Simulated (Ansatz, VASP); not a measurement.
**MnSb: VASP beside Ansatz**

The input POSCAR:

```
MnSb
1.0
    0.0000000000      2.7950160000      2.7950160000
    2.7950160000      0.0000000000      2.7950160000
    2.7950160000      2.7950160000      0.0000000000
Sb Mn
1 1
Direct
    0.5000000000      0.5000000000      0.5000000000
    0.0000000000      0.0000000000      0.0000000000
```

Contents of INCAR.step1:

```
PREC = Accurate
ENCUT = 600
ISMEAR = -1
SIGMA = 0.05
LREAL = F
LASPH = T
NELM = 150
ISPIN = 2
MAGMOM = 0 4
LMAXMIX = 4
LDAU = T
LDAUTYPE = 2
LDAUL = -1 2
LDAUU = 0 6
LDAUJ = 0 0
GGA = PE
ALGO = Normal
EDIFF = 1E-4
LWAVE = T
LCHARG = F
```

File INCAR.step2:

```
PREC = Accurate
ENCUT = 600
EDIFF = 1E-7
ISMEAR = -1
SIGMA = 0.05
LREAL = F
LASPH = T
NELM = 150
ALGO = Normal
ISIF = 3
LWAVE = F
LCHARG = F
ISPIN = 2
MAGMOM = 0 4
LORBIT = 11
LMAXMIX = 4
LDAU = T
LDAUTYPE = 2
LDAUL = -1 2
LDAUU = 0 6
LDAUJ = 0 0
LDAUPRINT = 1
METAGGA = R2SCAN
LMIXTAU = T
IBRION = 2
NSW = 60
EDIFFG = -0.01
ISTART = 1
```

File KPOINTS:

```
regular mesh
0
Gamma
  8 8 8
```

File input.yaml:

```yaml
crystal:
  lattice:
    - [0.0, 2.795016, 2.795016]
    - [2.795016, 0.0, 2.795016]
    - [2.795016, 2.795016, 0.0]
  atoms:
    - { symbol: Sb, position: [0.5, 0.5, 0.5] }
    - { symbol: Mn, position: [0.0, 0.0, 0.0], spin: 4.0 }
hamiltonian:
  xc: r2scan
  pseudopotentials: { kind: paw }
  hubbard: { sites: [{ species: Mn, l: d, u_eff: 6.0 }] }
magnetization:
  spin_polarized: true
kpoints:
  mp_grid: { grid: [8, 8, 8] }
scf:
  occupations: { method: fermi_dirac, width: 0.05 }
output:
  forces: true
  stress: true
  eigenvalues: true
relax:
  f_tol: 0.01
  max_steps: 40
  cell: { stress_tol: 0.05 }
```

Alike in both runs: task relaxation of cell and atoms; functional r2SCAN; k mesh 8 × 8 × 8; occupations fermi-dirac, width 0.05 eV; collinear spin; Hubbard terms Mn d U = 6.0 eV.

```csv
,VASP,Ansatz
version,VASP 6.6.1,Ansatz 0.2.0
potentials or method,"VASP PAW PBE potentials, release 64 (Sb, Mn_pv)",Ansatz PAW
plane-wave cutoff (eV),600,500
valence electrons in the cell,18,30
```

Ansatz gave:

```
gap on the k mesh at the Fermi level, each at its own relaxed structure (eV) : none
net moment per atom (μB)                                                     : 2.09
size of the moment on the site where the two differ most (μB)                : 0.39
relaxed volume (Å³/atom)                                                     : 25.39
relaxed length of the cell vector where the two differ most in proportion (Å)              : 4.157
```

Problem. Estimate VASP's values.

Solution. gap on the k mesh at the Fermi level, each at its own relaxed structure (eV): none; net moment per atom (μB): 2.09; size of the moment on the site where the two differ most (μB): 0.34; relaxed volume (Å³/atom): 25.26; relaxed length of the cell vector where the two differ most in proportion (Å): 4.149.

VASP's potentials were made for PBE, not for r2SCAN. Site moments also hang on the region over which each program counts them. The programs project onto different local orbitals, so the same U acts differently, and such runs can settle in different states. A gap of «none» marks a metal or a gap that the smearing closes. VASP's potentials hold 18 valence electrons a cell and Ansatz's 30, so a difference there can come from the potentials and not from the codes.

Spin-orbit coupling is off throughout. Noted on VASP's run: the volume moved by over 15 % at a fixed basis, so the end points are rough. Noted on Ansatz's run: the magnetic or orbital state may not be the lowest; the volume moved by over 15 % at a fixed basis, so the end points are rough; the plane-wave basis is chosen anew once the cell has moved, so the energies of steps on either side of that aren't comparable.
